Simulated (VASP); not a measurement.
**SiO2: single point with LDA**

The system is SiO2.

```xyz
6
Lattice="4.0554 0.0000 0.0000 0.0000 4.0554 0.0000 0.0000 0.0000 2.6613" Properties=species:S:1:pos:R:3 pbc="T T T"
Si    2.0277    2.0277    1.3307
Si    0.0000    0.0000    0.0000
O     2.8162    2.8162    0.0000
O     0.7885    3.2669    1.3307
O     1.2392    1.2392    0.0000
O     3.2669    0.7885    1.3307
```

| Item | Value |
| --- | --- |
| Program | VASP 6.6.1 |
| Task | single point |
| Functional | LDA |
| Potentials or basis | VASP PAW LDA potentials, release 64 (Si, O) |
| Cutoff | 520 eV |
| k mesh | 6 × 6 × 8 |
| Occupations | gaussian, width 0.05 eV |
| Spin | no spin polarisation |

The pressure is 18.3 GPa and the largest force is 0.441 eV/Å. The band gap on the k mesh is 6.23 eV.

Forces on the atoms (eV/Å):
```
Si   0.000  0.000  0.000
Si   0.000  0.000  0.000
O    0.312  0.312  0.000
O    0.312 -0.312  0.000
O   -0.312 -0.312  0.000
O   -0.312  0.312  0.000
```

Stress tensor (GPa, compression positive):
```
21.12  0.00  0.00
 0.00 21.12  0.00
 0.00  0.00 12.78
```

Levels at points of the mesh, in eV from the valence-band top:
```tsv
k point	band 14	band 15	band 16	band 17	band 18	band 19
(0.00, 0.00, 0.00)	-0.90	-0.90	0.00	6.23	6.63	8.42
(0.50, 0.00, 0.00)	-2.96	-1.12	-1.12	8.06	8.06	9.07
(0.50, 0.50, 0.00)	-2.95	-2.43	-2.43	7.73	7.73	10.15
(0.00, 0.00, 0.50)	-3.57	-2.92	-2.92	9.79	9.79	12.91
(0.50, 0.00, 0.50)	-2.40	-1.93	-1.93	9.28	9.28	10.66
(0.50, 0.50, 0.50)	-1.82	-1.69	-1.69	7.90	7.90	11.30
```

It took 86 s on 1 thread of AMD EPYC 7R13 (shared host), peak memory 0.13 GiB.

Caveat: the cell stands under pressure. A k mesh can miss the band edges.
